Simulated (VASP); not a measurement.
Input of a VASP 6.6.1 run:

File INCAR:

```
PREC = Accurate
ENCUT = 520
EDIFF = 1E-7
ISMEAR = 0
SIGMA = 0.02
LREAL = False
LASPH = True
NELM = 100
ALGO = Normal
ISIF = 2
LWAVE = False
LCHARG = False
GGA = PE
NBANDS = 12
```

File KPOINTS:

```
regular mesh
0
Gamma
  8 8 8
```

POSCAR

```
LiCl
1.0
    0.0000000000      2.6585458969      2.6585458969
    2.6585458969      0.0000000000      2.6585458969
    2.6585458969      2.6585458969      0.0000000000
Li Cl
1 1
Direct
    0.5000000000      0.5000000000      0.5000000000
    0.0000000000      0.0000000000      0.0000000000
```

Potentials or basis: VASP PAW PBE potentials, release 64 (Li_sv, Cl).

The run is started by

```bash
$ cat potpaw_PBE.64/Li_sv/POTCAR potpaw_PBE.64/Cl/POTCAR > POTCAR
$ mpirun -np 1 vasp_std > vasp.out
```

Estimate the band gap on the k mesh.

5.77 eV, direct.

 A k mesh can miss the band edges.
